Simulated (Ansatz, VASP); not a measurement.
**Two plane-wave programs on Mo**

```
CELL_PARAMETERS angstrom
-1.57100 1.57100 1.44532
1.57100 -1.57100 1.44532
1.57100 1.57100 -1.44532
ATOMIC_POSITIONS crystal
Mo 0.00000 0.00000 0.00000
```

Change from the starting cell: strain +0.000 along x and y, -0.080 along z, atoms carried along.

Alike in both runs: task single point; functional PBE; k mesh 22 × 22 × 22; occupations gaussian, width 0.15 eV; no spin polarisation.

|  | VASP | Ansatz |
| --- | --- | --- |
| version | VASP 6.6.1 | Ansatz 0.2.0 |
| potentials or method | VASP PAW PBE potentials, release 64 (Mo_sv), cutoff 520 eV | scalar-relativistic, plane waves, PAW |
| valence electrons in the cell | 14 | 14 |

|  | VASP | Ansatz | Ansatz less VASP |
| --- | --- | --- | --- |
| gap on the k mesh at the Fermi level (eV) | none | none | - |
| pressure (GPa) | 34.3 | 33.5 | -0.80 |
| traceless stress, the component that is largest in VASP (GPa) | 20.38 | 20.38 | +0.009 |

A gap of «none» marks a metal or a gap that the smearing closes. Both programs put the cell under a high pressure, so it lies far from rest at this level.
